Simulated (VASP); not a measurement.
The system is C.

```
C
1.0
     1.17876   -3.72474    0.00000
     1.17876    3.72474    0.00000
     0.00000    0.00000    3.41240
C
3
Direct
  0.50000 0.50000 0.79557
  0.50000 0.50000 0.20443
  0.00000 0.00000 0.50000
```

- Program: VASP 6.6.1
- Task: relaxation of cell and atoms
- Functional: PBE
- Potentials or basis: VASP PAW PBE potentials, release 64 (C_h)
- Cutoff: 910 eV
- k mesh: 8 × 8 × 6
- Occupations: gaussian, width 0.1 eV
- Spin: no spin polarisation

At the start: pressure 0.0 GPa; volume 9.99 Å³/atom.

Question: Where does the relaxation end?

Answer: Over 16 steps the energy falls by 4.9 meV/atom and the volume is 10.46 Å³/atom (+4.8 %); space group Cmmm (No. 65, to 0.05 Å).

The path:
```csv
step,energy change (eV),largest force (eV/Å),pressure (GPa),volume (Å³)
1,0.0000,1.0486,0.00,29.96
2,0.1660,4.6644,6.20,29.97
3,-0.0116,0.0028,0.74,29.97
4,-0.0116,0.0034,-0.60,30.13
5,-0.0120,0.0022,0.10,30.04
6,-0.0122,0.0159,0.17,30.09
7,-0.0128,0.0711,0.36,30.24
8,-0.0132,0.1835,0.73,30.54
9,-0.0132,0.1787,0.72,30.55
10,-0.0134,0.1644,0.70,30.58
11,-0.0136,0.1358,0.65,30.65
12,-0.0139,0.0790,0.55,30.77
13,-0.0143,0.0343,0.37,31.03
14,-0.0144,0.0823,0.30,31.14
15,-0.0145,0.0621,0.23,31.21
16,-0.0147,0.0073,0.04,31.39
```

Final structure:
```
C
1.0
     1.17868   -3.89622    0.00000
     1.17868    3.89622    0.00000
     0.00000    0.00000    3.41781
C
3
Direct
  0.50000 0.50000 0.79894
  0.50000 0.50000 0.20106
  0.00000 0.00000 0.50000
```

Caveat: the cutoff is under 1.25 times the usual one of these potentials, so pressure, stress and relaxed cells hold a basis-set (Pulay) error.
